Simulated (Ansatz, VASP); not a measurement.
**SnO in VASP and in Ansatz**

File INCAR:

```
SYSTEM = SnO
ALGO = Normal
EDIFF = 1E-6
ENCUT = 520
GGA = PS
ISIF = 2
ISMEAR = 0
LASPH = .TRUE.
LCHARG = .FALSE.
LREAL = .FALSE.
LWAVE = .FALSE.
NBANDS = 28
NELM = 60
PREC = Accurate
SIGMA = 0.15
```

The input KPOINTS:

```
k-points
0
G
  12 12 10
  0 0 0
```

POSCAR

```
SnO
1.0
    3.8020000000      0.0142575000      0.0000000000
    0.0142575000      3.8020000000      0.0000000000
    0.0000000000      0.0000000000      4.8360000000
Sn O
2 2
Direct
    0.0000000000      0.5000000000      0.2385000000
    0.5000000000      0.0000000000      0.7615000000
    0.0000000000      0.0000000000      0.0000000000
    0.5000000000      0.5000000000      0.0000000000
```

Input for Ansatz:

```yaml
crystal:
  lattice:
    - [3.802, 0.0142575, 0.0]
    - [0.0142575, 3.802, 0.0]
    - [0.0, 0.0, 4.836]
  atoms:
    - { symbol: Sn, position: [0.0, 0.5, 0.2385] }
    - { symbol: Sn, position: [0.5, 0.0, 0.7615] }
    - { symbol: O, position: [0.0, 0.0, 0.0] }
    - { symbol: O, position: [0.5, 0.5, 0.0] }
basis:
  ecutwfc: 420
kpoints:
  mp_grid: { grid: [12, 12, 10] }
hamiltonian:
  xc: pbesol
scf:
  occupations: { method: gaussian, width: 0.15 }
output:
  forces: true
  stress: true
  eigenvalues: true
```

Change from the starting cell: strain +0.0075 x Voigt [0, 0, 0, 0, 0, 1], atoms carried along.

Alike in both runs: task single point; functional PBEsol; k mesh 12 × 12 × 10; occupations gaussian, width 0.15 eV; no spin polarisation.

|  | VASP | Ansatz |
| --- | --- | --- |
| version | VASP 6.6.1 | Ansatz 0.2.0 |
| potentials or method | VASP PAW PBE potentials, release 64 (Sn_d, O), cutoff 520 eV | scalar-relativistic, plane waves, PAW |
| valence electrons in the cell | 40 | 40 |

VASP gave:

| Property | Result |
| --- | --- |
| gap on the k mesh at the Fermi level (eV) | none |
| pressure (GPa) | 0.2 |
| traceless stress, the component that is largest in VASP (GPa) | -0.62 |
| rms of the force components (eV/Å) | 0.060 |

Problem. Estimate Ansatz's values.

Solution. gap on the k mesh at the Fermi level (eV): none; pressure (GPa): 0.0; traceless stress, the component that is largest in VASP (GPa): -0.63; rms of the force components (eV/Å): 0.025.

VASP's potentials were made for PBE, not for PBEsol. Atom by atom the forces differ by 0.035 eV/Å (rms over components). A gap of «none» marks a metal or a gap that the smearing closes.
